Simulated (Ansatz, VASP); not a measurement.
This is a calculation of Ga for Ansatz 0.2.0.

input.yaml

```yaml
crystal:
  lattice:
    - [1.4203998576, -3.9820175319, 0.0]
    - [1.4203998576, 3.9820175319, 0.0]
    - [0.0, 0.0, 3.1052879646]
  atoms:
    - { symbol: Ga, position: [0.133, 0.867, 0.75] }
    - { symbol: Ga, position: [0.867, 0.133, 0.25] }
hamiltonian:
  xc: r2scan
  pseudopotentials: { kind: paw }
kpoints:
  mp_grid: { grid: [10, 10, 8] }
scf:
  occupations: { method: fermi_dirac, width: 0.05 }
output:
  forces: true
  stress: true
  eigenvalues: true
```

Potentials or basis: Ansatz PAW.

Command:

```console
$ ansatz run input.yaml --threads 2 --pin off --max-ram 5632MiB --backend cpu --events-out ev --progress --plain --runs-dir out
```

Question: Translate it to VASP 6.6.1. Potentials there: VASP PAW PBE potentials, release 64 (Ga_d).

Answer: As run (the cutoff follows the program's own potentials):

POSCAR

```
Ga
1.0
    1.4203998576     -3.9820175319      0.0000000000
    1.4203998576      3.9820175319      0.0000000000
    0.0000000000      0.0000000000      3.1052879646
Ga
2
Direct
    0.1330000000      0.8670000000      0.7500000000
    0.8670000000      0.1330000000      0.2500000000
```

File INCAR.step1:

```
ALGO = Normal
EDIFF = 1E-4
ENCUT = 520
GGA = PE
ISMEAR = -1
LASPH = True
LCHARG = False
LREAL = False
LWAVE = True
NBANDS = 20
NELM = 80
PREC = Accurate
SIGMA = 0.05
```

INCAR.step2

```
ALGO = Normal
EDIFF = 1E-6
ENCUT = 520
ISIF = 2
ISMEAR = -1
ISTART = 1
LASPH = True
LCHARG = True
LELF = True
LMIXTAU = True
LREAL = False
LVHAR = True
LWAVE = False
METAGGA = R2SCAN
NBANDS = 20
NELM = 80
PREC = Accurate
SIGMA = 0.05
```

Contents of KPOINTS:

```
k-points
0
Gamma
  10 10 8
```

Potentials or basis: VASP PAW PBE potentials, release 64 (Ga_d).

Launch:

```bash
$ cat potpaw_PBE.64/Ga_d/POTCAR > POTCAR
$ cp INCAR.step1 INCAR
$ mpirun -np 1 vasp_std > vasp.out
$ cp INCAR.step2 INCAR
$ mpirun -np 1 vasp_std > vasp.out
```

Both were run:

|  | VASP | Ansatz | Ansatz less VASP |
| --- | --- | --- | --- |
| gap on the k mesh at the Fermi level (eV) | none | none | - |
| pressure (GPa) | 2.2 | 2.2 | -0.01 |
| traceless stress, the component that is largest in VASP (GPa) | -2.33 | -2.30 | +0.022 |
| rms of the force components (eV/Å) | 0.158 | 0.156 | -0.0017 |

VASP's potentials were made for PBE, not for r2SCAN. Atom by atom the forces differ by 0.002 eV/Å (rms over components). A gap of «none» marks a metal or a gap that the smearing closes.
